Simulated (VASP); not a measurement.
Bi, 1 atom in the cell. It takes space group Pm-3m (No. 221, cubic). The conventional cell has a = 3.138 Å, b = 3.138 Å, c = 3.138 Å, α = 90.00°, β = 90.00°, γ = 90.00°. Bi (site symmetry m-3m) has 6 Bi at 3.14 Å within 4.1 Å.  This cell differs from its parent crystal: volume scaled by 0.88.

| Quantity | Value |
| --- | --- |
| Program | VASP 6.6.1 |
| Task | single point |
| Functional | PBE |
| Potentials or basis | VASP PAW PBE potentials, release 64 (Bi_d) |
| Cutoff | 520 eV |
| k mesh | 13 × 13 × 13 |
| Occupations | fermi-dirac, width 0.08 eV |
| Spin | no spin polarisation |
| Dipole correction | no |
| Further INCAR settings | ALGO = Normal; EDIFF = 1e-06; NBANDS = 14 |

Potentials or basis: VASP PAW PBE potentials, release 64 (Bi_d).

Launch:

```bash
$ cat potpaw_PBE.64/Bi_d/POTCAR > POTCAR
$ mpirun -np 1 vasp_std > vasp.out
```

Hardware: 1 thread of AMD EPYC 9R45 96-Core Processor (Zen 5) (shared host).

Q: How long does it take, and how much memory?

A: Wall time 12 s on 1 thread of AMD EPYC 9R45 96-Core Processor (Zen 5), with other jobs on the host, peak memory 0.13 GiB. Counts: scf iterations 11, k points 84.
